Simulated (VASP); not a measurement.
## Ce: single point with PBEsol

The system is Ce.

```
CELL_PARAMETERS angstrom
0.00000 2.58060 2.58060
2.58060 0.00000 2.58060
2.58060 2.58060 0.00000
ATOMIC_POSITIONS crystal
Ce 0.00000 0.00000 0.00000
```

```yaml
Program: VASP 6.6.1
Task: single point
Functional: PBEsol
Potentials_or_basis: VASP PAW PBE potentials, release 64 (Ce)
Cutoff: 520 eV
k_mesh: 9 × 9 × 9
Occupations: fermi-dirac, width 0.05 eV
Spin: collinear spin, ferromagnetic start
Starting_moments: "[2.5] μB"
```

```
Pressure                                              : -7.8 GPa
Net moment                                            : 0.74 μB per cell
Site moments                                          : Ce +0.61 μB
Valence electrons inside the program's atomic spheres : Ce 9.63
```

Levels at points of the mesh, in eV from the Fermi level:
Spin up:
| k point | band 2 | band 3 | band 4 | band 5 | band 6 | band 7 | band 8 | band 9 | band 10 | band 11 |
| --- | --- | --- | --- | --- | --- | --- | --- | --- | --- | --- |
| (0.00, 0.00, 0.00) | -16.79 | -16.79 | -16.79 | -3.41 | -0.22 | 0.13 | 0.13 | 0.13 | 0.65 | 0.65 |
Spin down:
```
           k point  band 3  band 4  band 5  band 6  band 7  band 8  band 9  band 10
(0.00, 0.00, 0.00)  -16.54  -16.54   -3.21    0.24    0.55    0.55    0.55     0.94
```

It took 2.3 min on 1 thread of AMD EPYC 7R13 (shared host), peak memory 0.17 GiB.

Caveat: the magnetic or orbital state may not be the lowest; the PAW data sets were made with another functional, which shifts forces and pressure a little; spin-orbit coupling is left out, which moves the levels of the heavy elements. The state reached can hang on the start; a lower one may exist.
